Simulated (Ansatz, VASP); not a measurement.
# One calculation of Te3Pd, two programs

```xyz
4
Lattice="4.6624 0.0000 0.0000 0.0000 4.6624 0.0000 0.0000 0.0000 4.6624" Properties=species:S:1:pos:R:3 pbc="T T T"
Te    0.0000    2.3312    2.3312
Te    2.3312    0.0000    2.3312
Te    2.3312    2.3312    0.0000
Pd    0.0000    0.0000    0.0000
```

Alike in both runs: functional PBE; k mesh 10 × 10 × 10; occupations gaussian, width 0.1 eV; no spin polarisation.

Ansatz relaxed the structure, and its values are those at the end. VASP's run is a single point on that final structure, the one shown.

|  | VASP | Ansatz |
| --- | --- | --- |
| version | VASP 6.6.1 | Ansatz 0.2.0 |
| potentials or method | VASP PAW PBE potentials, release 64 (Te, Pd), cutoff 520 eV | scalar-relativistic, plane waves, PAW |
| valence electrons in the cell | 28 | 66 |

|  | VASP | Ansatz | Ansatz less VASP |
| --- | --- | --- | --- |
| gap on the k mesh at the Fermi level (eV) | none | none | - |
| pressure (GPa) | -0.1 | 0.0 | +0.09 |

A gap of «none» marks a metal or a gap that the smearing closes. With one functional, cell and mesh, what is left measures potentials, basis and numerics. VASP's potentials hold 28 valence electrons a cell and Ansatz's 66, so a difference there can come from the potentials and not from the codes.

Neither program's run includes spin-orbit coupling.
